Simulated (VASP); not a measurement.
Set up this calculation in VASP 6.6.1, as the native input.

```yaml
Task: relaxation of shape and atoms at fixed volume
Functional: PBE
Potentials_or_basis: VASP PAW PBE potentials, release 64 (Ta_pv, As)
Cutoff: 500 eV
k_mesh: 16 × 16 × 16
Occupations: gaussian, width 0.05 eV
Spin: no spin polarisation
Dipole_correction: no
Further_INCAR_settings: ALGO = Normal; EDIFF = 1e-07; IBRION = 2; EDIFFG = -0.01; NSW = 60; ISIF = 4
```

The structure of TaAs lies in POSCAR:

```
TaAs
1.0
   -1.7100586659      1.7100586659      5.7745371061
    1.7100586659     -1.7100586659      5.7745371061
    1.7100586659      1.7100586659     -5.7745371061
Ta As
2 2
Direct
    0.5003092677      1.0003092677      0.5000000000
    0.7503092677      0.7503092677      0.0000000000
    0.0822901523      0.5822901523      0.5000000000
    0.3322901523      0.3322901523      0.0000000000
```

One way to write it, as run:

INCAR

```
SYSTEM = TaAs
PREC = Accurate
ENCUT = 500
EDIFF = 1E-7
ISMEAR = 0
SIGMA = 0.05
LREAL = .FALSE.
LASPH = .TRUE.
NELM = 120
ALGO = Normal
ISIF = 4
LWAVE = .FALSE.
LCHARG = .FALSE.
GGA = PE
IBRION = 2
NSW = 60
EDIFFG = -0.01
GGA_COMPAT = .FALSE.
NELMIN = 4
```

KPOINTS

```
regular mesh
0
G
  16 16 16
  0 0 0
```

Potentials or basis: VASP PAW PBE potentials, release 64 (Ta_pv, As).

Command:

```bash
$ cat potpaw_PBE.64/Ta_pv/POTCAR potpaw_PBE.64/As/POTCAR > POTCAR
$ mpirun -np 1 vasp_std > vasp.out
```

It gave:

```json
{"Energy gained by relaxing": "0.1 meV/atom", "Ionic steps": "4", "Pressure after relaxing": "8.3 GPa", "Largest force after relaxing": "0.009 eV/Å", "Band gap on the k mesh": "zero (bands 16 and 17 overlap by 0.04 eV)"}
```

Caveat: spin-orbit coupling is left out, which moves the levels of the heavy elements.

It took 16 min on 1 thread of Intel(R) Xeon(R) 6975P-C (Granite Rapids) (shared host), peak memory 0.65 GiB.
